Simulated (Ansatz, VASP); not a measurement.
**Two plane-wave programs on HfN**

```
Hf N
1.0
     3.13391    0.00000    0.00000
    -1.56695    2.71404    0.00000
     0.00000    0.00000    5.41677
Hf N
2 2
Cartesian
  0.0000 1.8094 1.3542
  1.5670 0.9047 4.0626
  0.0000 0.0000 2.7084
  0.0000 0.0000 0.0000
```

Alike in both runs: functional PBEsol; k mesh 6 × 6 × 3; occupations fermi-dirac, width 0.05 eV; no spin polarisation.

```csv
,VASP,Ansatz
version,VASP 6.6.1,Ansatz 0.2.0
potentials or method,"VASP PAW PBE potentials, release 64 (Hf_pv, N)",Ansatz PAW
plane-wave cutoff (eV),520,420
valence electrons in the cell,30,62
task,single point,band structure
```

|  | VASP | Ansatz | Ansatz less VASP |
| --- | --- | --- | --- |
| gap on the k mesh at the Fermi level (eV) | none | none | - |
| pressure (GPa) | -4.7 | -2.6 | +2.02 |
| traceless stress, the component that is largest in VASP (GPa) | 1.32 | 1.28 | -0.038 |

VASP's potentials were made for PBE, not for PBEsol. A gap of «none» marks a metal or a gap that the smearing closes. VASP's potentials hold 30 valence electrons a cell and Ansatz's 62, so a difference there can come from the potentials and not from the codes.

The k mesh is coarse, so the values compare programs but aren't converged. Neither program's run includes spin-orbit coupling.
